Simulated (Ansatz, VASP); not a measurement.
## One calculation of Sb, two programs

File INCAR:

```
PREC = Accurate ; ENCUT = 600
EDIFF = 1E-6 ; ISMEAR = -1
SIGMA = 0.05 ; LREAL = False
LASPH = True ; NELM = 80
ALGO = Normal ; ISIF = 3
LWAVE = False ; LCHARG = False
GGA = PS ; IBRION = 2
NSW = 60 ; EDIFFG = -0.01
```

Contents of KPOINTS:

```
regular mesh
0
Gamma
  10 10 10
```

Contents of POSCAR:

```
Sb
1.0
   -1.8713408863      1.8713408863      1.8713408863
    1.8713408863     -1.8713408863      1.8713408863
    1.8713408863      1.8713408863     -1.8713408863
Sb
1
Direct
    0.0000000000      0.0000000000      0.0000000000
```

File input.yaml:

```yaml
crystal:
  lattice:
    - [-1.8713408863, 1.8713408863, 1.8713408863]
    - [1.8713408863, -1.8713408863, 1.8713408863]
    - [1.8713408863, 1.8713408863, -1.8713408863]
  atoms:
    - { symbol: Sb, position: [0.0, 0.0, 0.0] }
hamiltonian:
  xc: pbesol
  pseudopotentials: { kind: paw }
kpoints:
  mp_grid: { grid: [10, 10, 10] }
scf:
  occupations: { method: fermi_dirac, width: 0.05 }
output:
  forces: true
  stress: true
  eigenvalues: true
  write_density: true
  write_potential: true
  elf: true
  volumetric_format: npy
relax:
  f_tol: 0.01
  max_steps: 40
  cell: { stress_tol: 0.05 }
```

Alike in both runs: task relaxation of cell and atoms; functional PBEsol; k mesh 10 × 10 × 10; occupations fermi-dirac, width 0.05 eV; no spin polarisation.

|  | VASP | Ansatz |
| --- | --- | --- |
| version | VASP 6.6.1 | Ansatz 0.2.0 |
| potentials or method | VASP PAW PBE potentials, release 64 (Sb) | Ansatz PAW |
| plane-wave cutoff (eV) | 600 | 420 |
| valence electrons in the cell | 5 | 15 |

```tsv
	VASP	Ansatz	Ansatz less VASP
gap on the k mesh at the Fermi level, each at its own relaxed structure (eV)	none	none	-
relaxed volume (Å³/atom)	26.21	26.21	0.000
relaxed cell length with the largest relative difference (Å)	3.241	3.241	0.0000
```

VASP's potentials were made for PBE, not for PBEsol. A gap of «none» marks a metal or a gap that the smearing closes. VASP's potentials hold 5 valence electrons a cell and Ansatz's 15, so a difference there can come from the potentials and not from the codes.

Neither program's run includes spin-orbit coupling. Noted on VASP's run: the relaxation stopped at its first step, so nothing moved. Noted on Ansatz's run: the plane-wave basis is chosen anew once the cell has moved, so the energies of steps on either side of that aren't comparable.
